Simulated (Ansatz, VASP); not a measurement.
One calculation of Ga3AsN2, two programs

```xyz
6
Lattice="3.4346 0.0000 0.0000 -1.7173 2.9744 0.0000 0.0000 0.0000 8.6392" Properties=species:S:1:pos:R:3 pbc="T T T"
N     0.0000    0.0000    0.1746
N     0.0000    1.9830    2.6937
As    1.7173    0.9915    5.7013
Ga    0.0000    1.9830    0.7385
Ga    1.7173    0.9915    3.2577
Ga    0.0000    0.0000    6.8724
```

Alike in both runs: task single point; functional r2SCAN; k mesh 9 × 9 × 4; occupations fermi-dirac, width 0.02 eV; no spin polarisation.

|  | VASP | Ansatz |
| --- | --- | --- |
| version | VASP 6.6.1 | Ansatz 0.2.0 |
| potentials or method | VASP PAW PBE potentials, release 64 (N, As, Ga_d) | plane waves, PAW |
| plane-wave cutoff (eV) | 520 | 500 |
| valence electrons in the cell | 54 | 64 |

|  | VASP | Ansatz | Ansatz less VASP |
| --- | --- | --- | --- |
| pressure (GPa) | 0.6 | 0.1 | -0.53 |
| traceless stress, the component that is largest in VASP (GPa) | 0.27 | 0.17 | -0.098 |
| rms of the force components (eV/Å) | 0.031 | 0.036 | +0.0052 |

VASP's potentials were made for PBE, not for r2SCAN. Atom by atom the forces differ by 0.020 eV/Å (rms over components). VASP's potentials hold 54 valence electrons a cell and Ansatz's 64, so a difference there can come from the potentials and not from the codes.
